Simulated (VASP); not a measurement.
# F (Im-3m) in VASP: single point with PBE

Aim: the single point of F with PBE.

All numbers are computed with VASP 6.6.1; they aren't measurements. Logs are shortened: lines on timing, memory, paths and dates and some standing lists are left out, and cuts for length are marked.

## Step 1: The cell of the first run

It takes space group Im-3m (No. 229, cubic). The conventional cell has a = 2.728 Å, b = 2.728 Å, c = 2.728 Å, α = 90.00°, β = 90.00°, γ = 90.00°. F (site symmetry m-3m) has 14 F at 2.36 to 2.73 Å within 3.1 Å.

## Step 2: Single point, PBE

File POSCAR:

```
F
1.0
   -1.3639358855      1.3639358855      1.3639358855
    1.3639358855     -1.3639358855      1.3639358855
    1.3639358855      1.3639358855     -1.3639358855
F
1
Direct
    0.0000000000      0.0000000000      0.0000000000
```

File INCAR.step1:

```
SYSTEM = F
PREC = Accurate
ENCUT = 520
EDIFF = 1E-6
ISMEAR = -1
SIGMA = 0.08
LREAL = .FALSE.
LASPH = .TRUE.
NELM = 60
ALGO = Normal
ISIF = 2
LWAVE = .FALSE.
LCHARG = .TRUE.
GGA = PE
NBANDS = 10
```

File KPOINTS.step1:

```
Automatic mesh
0
G
  18 18 18
  0 0 0
```

File INCAR.step2:

```
SYSTEM = F
PREC = Accurate
ENCUT = 520
EDIFF = 1E-6
ISMEAR = -5
SIGMA = 0.08
LREAL = .FALSE.
LASPH = .TRUE.
NELM = 60
ALGO = Normal
ISIF = 2
LWAVE = .FALSE.
LCHARG = .FALSE.
GGA = PE
LORBIT = 11
NEDOS = 1001
ICHARG = 11
```

File KPOINTS.step2:

```
Automatic mesh
0
G
  27 27 27
  0 0 0
```

Potentials or basis: VASP PAW PBE potentials, release 64 (F).

The run is started by

```sh
$ cat potpaw_PBE.64/F/POTCAR > POTCAR
$ cp INCAR.step1 INCAR
$ cp KPOINTS.step1 KPOINTS
$ mpirun -np 1 vasp_std > vasp.out
$ cp INCAR.step2 INCAR
$ cp KPOINTS.step2 KPOINTS
$ mpirun -np 1 vasp_std > vasp.out
```

OUTCAR:

```text
SYSTEM = F
   PREC = Accurate
   ENCUT = 520
   EDIFF = 1E-6
   ISMEAR = -5
   LREAL = .FALSE.
   LASPH = .TRUE.
   NELM = 60
   ISIF = 2
   GGA = PE
   LORBIT = 11
   ICHARG = 11

 ion  position               nearest neighbor table
   1  0.000  0.000  0.000-

  LATTYP: Found a body centered cubic cell.
 ALAT       =     2.7278717710

  Lattice vectors:

 A1 = (  -1.3639358855,   1.3639358855,   1.3639358855)
 A2 = (   1.3639358855,  -1.3639358855,   1.3639358855)
 A3 = (   1.3639358855,   1.3639358855,  -1.3639358855)

Analysis of symmetry for initial positions (statically):
=====================================================================
 Subroutine PRICEL returns:
 Original cell was already a primitive cell.

 Routine SETGRP: Setting up the symmetry group for a
 body centered cubic supercell.

 Subroutine GETGRP returns: Found 48 space group operations
 (whereof 48 operations were pure point group operations)
 out of a pool of 48 trial point group operations.

The static configuration has the point symmetry O_h .

Analysis of symmetry for dynamics (positions and initial velocities):
=====================================================================
 Subroutine PRICEL returns:
 Original cell was already a primitive cell.

 Routine SETGRP: Setting up the symmetry group for a
 body centered cubic supercell.

 Subroutine GETGRP returns: Found 48 space group operations
 (whereof 48 operations were pure point group operations)
 out of a pool of 48 trial point group operations.

The dynamic configuration has the point symmetry O_h .

 Subroutine INISYM returns: Found 48 space group operations
 (whereof 48 operations are pure point group operations),
 and found     1 'primitive' translations

----------------------------------------------------------------------------------------

                                     Primitive cell

  volume of cell :      10.1494

  direct lattice vectors                    reciprocal lattice vectors
    -1.363935885  1.363935885  1.363935885     0.000000000  0.366586146  0.366586146
     1.363935885 -1.363935885  1.363935885     0.366586146  0.000000000  0.366586146
     1.363935885  1.363935885 -1.363935885     0.366586146  0.366586146  0.000000000

  length of vectors
     2.362406252  2.362406252  2.362406252     0.518431100  0.518431100  0.518431100

  position of ions in fractional coordinates (direct lattice)
     0.000000000  0.000000000  0.000000000

  ion indices of the primitive-cell ions
   primitive index   ion index
                 1           1

----------------------------------------------------------------------------------------

 KPOINTS: Automatic mesh

Automatic generation of k-mesh.
 Grid dimensions read from file:
 generate k-points for:   27   27   27

 Generating k-lattice:

  Cartesian coordinates                     Fractional coordinates (reciprocal lattice)
     0.000000000  0.013577265  0.013577265     0.037037037  0.000000000  0.000000000
     0.013577265  0.000000000  0.013577265     0.000000000  0.037037037  0.000000000
     0.013577265  0.013577265  0.000000000     0.000000000  0.000000000  0.037037037

  Length of vectors
     0.019201152  0.019201152  0.019201152

  Shift w.r.t. Gamma in fractional coordinates (k-lattice)
     0.000000000  0.000000000  0.000000000

 TETIRR: Found  23679 inequivalent tetrahedra from   118098

 Subroutine IBZKPT returns following result:
 ===========================================

 Found    560 irreducible k-points:

 Following reciprocal coordinates:
            Coordinates               Weight
  0.000000  0.000000  0.000000      1.000000
  0.037037  0.000000  0.000000     12.000000
  0.074074  0.000000  0.000000     12.000000
  0.111111  0.000000  0.000000     12.000000
  0.148148  0.000000  0.000000     12.000000
  0.185185  0.000000  0.000000     12.000000
[... 16 lines left out ...]
  0.333333  0.037037  0.000000     48.000000
  0.370370  0.037037  0.000000     48.000000
 [... further k-points ...]
   k-points           NKPTS =    560   k-points in BZ     NKDIM =    560   number of bands    NBANDS=      7
   number of dos      NEDOS =   1001   number of ions     NIONS =      1
   total plane-waves  NPLWV =   5832
   dimension x,y,z NGX =    18 NGY =   18 NGZ =   18
   dimension x,y,z NGXF=    36 NGYF=   36 NGZF=   36
   ions per type =               1
   NGX,Y,Z   is equivalent  to a cutoff of  12.67, 12.67, 12.67 a.u.
   NGXF,Y,Z  is equivalent  to a cutoff of  25.33, 25.33, 25.33 a.u.
 SYSTEM =  F
   PREC   = accura    normal or accurate (medium, high low for compatibility)
   ISTART =      0    job   : 0-new  1-cont  2-samecut
   ICHARG =     11    charge: 1-file 2-atom 10-const
   ISPIN  =      1    spin polarized calculation?
   LNONCOLLINEAR =      F non collinear calculations
   LSORBIT =      F    spin-orbit coupling
   LASPH  =      T    aspherical Exc in radial PAW
   ENCUT  =  520.0 eV  38.22 Ry    6.18 a.u.   4.39  4.39  4.39*2*pi/ulx,y,z
   NELM   =     60;   NELMIN=  2; NELMDL=  0     # of ELM steps
   EDIFF  = 0.1E-05   stopping-criterion for ELM
   LREAL  =      F    real-space projection
   EDIFFG = 0.1E-04   stopping-criterion for IOM
   NSW    =      0    number of steps for IOM
   IBRION =     -1    ionic relax: 0-MD 1-quasi-New 2-CG
   NFREE  =      0    steps in history (QN), initial steepest desc. (CG)
   ISIF   =      2    stress and relaxation
   ISYM   =      2    0-nonsym 1-usesym 2-fastsym
   POTIM  = 0.5000    time-step for ionic-motion
   TEBEG  =    0.0;   TEEND  =   0.0 temperature during run
   PSTRESS=    0.0 pullay stress
   NELECT =       7.0000    total number of electrons
   NUPDOWN=      -1.0000    fix difference up-down
   EMIN   =  10.00;   EMAX   =-10.00  energy-range for DOS
   EFERMI =   0.00;   METHOD = LEGACY
   ISMEAR =    -5;   SIGMA  =   0.08  broadening in eV -4-tet -1-fermi 0-gaus
   EFERMI_NEDOS =   21; number of points for ismear=-14 and -15
   IALGO  =     38    algorithm
   IMIX   =      4    mixing-type and parameters
     AMIX     =   0.40;   BMIX     =  1.00
     AMIX_MAG =   1.60;   BMIX_MAG =  1.00
  volume/ion in A,a.u.               =      10.15        68.49
  Fermi-wavevector in a.u.,A,eV,Ry     =   1.446417  2.733332 28.465055  2.092123
  Thomas-Fermi vector in A             =   2.564488
   LORBIT       =     11    0 simple, 1 ext, 2 COOP (PROOUT), +10 PAW based schemes
   GGA     = PE    functional components
   LHFCALC =     F    Hartree Fock is set to
   AEXX    =    0.0000 exact exchange contribution
   IVDW    =     0    specifies the selected vdW correction
   LEPSILON=     F    determine dielectric tensor
   LRPA    =     F    only Hartree local field effects (RPA)
 non-spin polarized calculation
 Fermi weights with tetrahedron method with Bloechl corrections
  energy-cutoff  :      520.00
  volume of cell :       10.15
 maximum number of plane-waves:       285
 NGX is ok and might be reduce to    18

 number of electron       7.0000010 magnetization

 Free energy of the ion-electron system (eV)
  ---------------------------------------------------
  ext. energy  EPLUGINS =         0.00000000
  ---------------------------------------------------
  free energy    TOTEN  =        -0.80993544 eV

  energy without entropy =       -0.80993544  energy(sigma->0) =       -0.80993544

 E-fermi :  -3.4451     XC(G=0): -10.2848

 val. band max:       -3.4185078389   @ k =   0.1111   0.1111   0.1111
 cond. band min:      -3.4621517788   @ k =   0.1481   0.1111   0.1111
 fundamental gap:     -0.0436439399
 Fermi energy:        -3.4450859912

 k-point     1 :       0.0000    0.0000    0.0000
  band No.  band energies     occupation
      1     -25.1698      2.00000
      2      -3.0069      0.00000
      3      -3.0069      0.00000
      4      -3.0069      0.00000
      5      10.2208      0.00000
      6      32.8605      0.00000
      7      32.8605      0.00000

 k-point     2 :       0.0370    0.0000    0.0000
  band No.  band energies     occupation
      1     -25.1518      2.00000
      2      -3.0755     -0.00044
      3      -3.0215      0.00000
      4      -3.0087      0.00000
      5      10.3026      0.00000
      6      32.4682      0.00000
      7      32.5901      0.00000

 k-point     3 :       0.0741    0.0000    0.0000
  band No.  band energies     occupation
      1     -25.0948      2.00000
      2      -3.2738     -0.06894
      3      -3.0644      0.00000
      4      -3.0138      0.00000
      5      10.5429      0.00000
      6      31.2097      0.00000
      7      31.7163      0.00000

 k-point     4 :       0.1111    0.0000    0.0000
  band No.  band energies     occupation
      1     -25.0012      2.00000
      2      -3.5833      1.98233
      3      -3.1324      0.00000
      4      -3.0219      0.00000
      5      10.9221      0.00000
      6      29.5518      0.00000
      7      30.7694      0.00000

 k-point     5 :       0.1481    0.0000    0.0000
  band No.  band energies     occupation
      1     -24.8746      2.00000
      2      -3.9786      2.00000
      3      -3.2215      0.00000
      4      -3.0328      0.00000
      5      11.4141      0.00000
      6      27.8758      0.00000
      7      29.8180      0.00000

 k-point     6 :       0.1852    0.0000    0.0000
  band No.  band energies     occupation
      1     -24.7210      2.00000
      2      -4.4319      2.00000
      3      -3.3263     -0.04112
      4      -3.0460      0.00000
      5      11.9878      0.00000
      6      26.2940      0.00000
      7      28.9197      0.00000

 k-point     7 :       0.2222    0.0000    0.0000
  band No.  band energies     occupation
      1     -24.5453      2.00000
      2      -4.9158      2.00000
      3      -3.4404      0.98161
      4      -3.0607      0.00000
      5      12.6162      0.00000
      6      24.8446      0.00000
      7      28.1003      0.00000
[... 121 lines left out ...]
 k-point    20 :       0.2222    0.0370    0.0000
  band No.  band energies     occupation
      1     -24.4405      2.00000
      2      -5.1754      2.00000
      3      -3.5055      2.01077
      4      -3.0881      0.00000
      5      12.9862      0.00000
      6      24.1603      0.00000
      7      27.5158      0.00000

 k-point    21 :       0.2593    0.0370    0.0000
  band No.  band energies     occupation
      1     -24.2492      2.00000
      2      -5.6506      2.00000
      3      -3.6256      2.00011
      4      -3.1044      0.00000
      5      13.6444      0.00000
      6      22.9397      0.00000
      7      26.8608      0.00000

 k-point    22 :       0.2963    0.0370    0.0000
  band No.  band energies     occupation
      1     -24.0591      2.00000
      2      -6.0979      2.00000
      3      -3.7391      2.00000
      4      -3.1202      0.00000
      5      14.2953      0.00000
      6      21.8702      0.00000
      7      26.3015      0.00000

 k-point    23 :       0.3333    0.0370    0.0000
  band No.  band energies     occupation
      1     -23.8815      2.00000
      2      -6.4969      2.00000
      3      -3.8403      2.00000
      4      -3.1347      0.00000
      5      14.9154      0.00000
      6      20.9506      0.00000
      7      25.8408      0.00000

 k-point    24 :       0.3704    0.0370    0.0000
  band No.  band energies     occupation
      1     -23.7277      2.00000
      2      -6.8295      2.00000
      3      -3.9243      2.00000
      4      -3.1471      0.00000
      5      15.4820      0.00000
      6      20.1821      0.00000
      7      25.4808      0.00000

 [... further k-points ...]

------------------------ aborting loop because EDIFF is reached ----------------------------------------

  FORCE on cell =-STRESS in cart. coord.  units (eV):
  Direction    XX          YY          ZZ          XY          YZ          ZX
  --------------------------------------------------------------------------------------
  -------------------------------------------------------------------------------------
  Total       -0.1351198     -0.1351198     -0.1351198      0.0000000     -0.0000000      0.0000000
  in kB      -21.3298523    -21.3298523    -21.3298523      0.0000000     -0.0000000      0.0000000
  external PRESSURE =     -21.3298523 kB  Pullay stress =       0.0000000 kB

 VOLUME and BASIS-vectors are now :
 -----------------------------------------------------------------------------
  energy-cutoff  :      520.00
  volume of cell :       10.15
      direct lattice vectors                 reciprocal lattice vectors
    -1.363935885  1.363935885  1.363935885     0.000000000  0.366586146  0.366586146
     1.363935885 -1.363935885  1.363935885     0.366586146  0.000000000  0.366586146
     1.363935885  1.363935885 -1.363935885     0.366586146  0.366586146  0.000000000

 POSITION                                       TOTAL-FORCE (eV/Angst)
 -----------------------------------------------------------------------------------
      0.00000      0.00000      0.00000         0.000000      0.000000      0.000000
 -----------------------------------------------------------------------------------
    total drift:                                0.000000      0.000000      0.000000

  FREE ENERGIE OF THE ION-ELECTRON SYSTEM (eV)
  ---------------------------------------------------
  free  energy   TOTEN  =        -0.8099354389 eV

  energy  without entropy=       -0.8099354389  energy(sigma->0) =       -0.80993544

 total charge

# of ion       s       p       d       tot
------------------------------------------
    1        1.771   3.989   0.000   5.759
```

It took 57 s on 1 thread of Intel Xeon Platinum 8175M at 2.50GHz (Skylake/Cascade Lake), shared host; peak memory 0.16 GiB.

What came out:

* Valence electrons inside the program's atomic spheres: F 5.76

Levels at points of the mesh, in eV from the Fermi level:
| k point | band 1 | band 2 | band 3 | band 4 | band 5 | band 6 | band 7 |
| --- | --- | --- | --- | --- | --- | --- | --- |
| (0.00, 0.00, 0.00) | -21.72 | 0.44 | 0.44 | 0.44 | 13.67 | 36.31 | 36.31 |

Caveat: an odd number of electrons without spin polarisation forces a metal; a magnetic or distorted state may lie lower; tetrahedron occupations give inexact forces and stress in metals.
